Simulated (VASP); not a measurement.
ZnInGaO4, 7 atoms in the cell. Symmetry: R3m, No. 160, trigonal system. Conventional cell: a = 3.361 Å, b = 3.361 Å, c = 26.140 Å, α = 90.00°, β = 90.00°, γ = 120.00°. Zn (site symmetry 3m) has 5 O at 2.01 to 2.53 Å within 2.7 Å. Within 2.9 Å of In (site symmetry 3m) lie 6 O at 2.22 to 2.23 Å. Within 2.6 Å of Ga (site symmetry 3m) lie 5 O at 1.94 to 2.00 Å. Within 2.7 Å of O (site symmetry 3m) lie 1 Zn at 2.01 Å and 3 In at 2.22 Å. O (site symmetry 3m) has 1 Ga at 1.98 Å and 3 In at 2.23 Å within 2.6 Å. O (site symmetry 3m) has 3 Ga at 1.94 Å and 1 Zn at 2.53 Å within 2.6 Å. O (site symmetry 3m) has 1 Ga at 2.00 Å and 3 Zn at 2.02 Å and 3 O at 2.76 Å within 2.8 Å. 

```yaml
Program: VASP 6.6.1
Task: single point
Functional: PBEsol
Potentials_or_basis: VASP PAW PBE potentials, release 64 (Zn, In_d, Ga_d, O)
Cutoff: 520 eV
k_mesh: 12 × 12 × 12
Occupations: gaussian, width 0.02 eV
Spin: no spin polarisation
Dipole_correction: no
Further_INCAR_settings: ALGO = Normal; EDIFF = 1e-06; NBANDS = 40
```

Potentials or basis: VASP PAW PBE potentials, release 64 (Zn, In_d, Ga_d, O).

Command:

```console
$ cat potpaw_PBE.64/Zn/POTCAR potpaw_PBE.64/In_d/POTCAR potpaw_PBE.64/Ga_d/POTCAR potpaw_PBE.64/O/POTCAR > POTCAR
$ mpirun -np 1 vasp_std > vasp.out
```

Hardware: 1 thread of Intel(R) Xeon(R) Platinum 8488C (Sapphire Rapids), with other jobs on the host.

**Question.** Estimate the wall time of this run.

**Answer.** Wall time 69 min on 1 thread of Intel(R) Xeon(R) Platinum 8488C (Sapphire Rapids), with other jobs on the host, peak memory 1.1 GiB. Counts: scf iterations 15, k points 189.
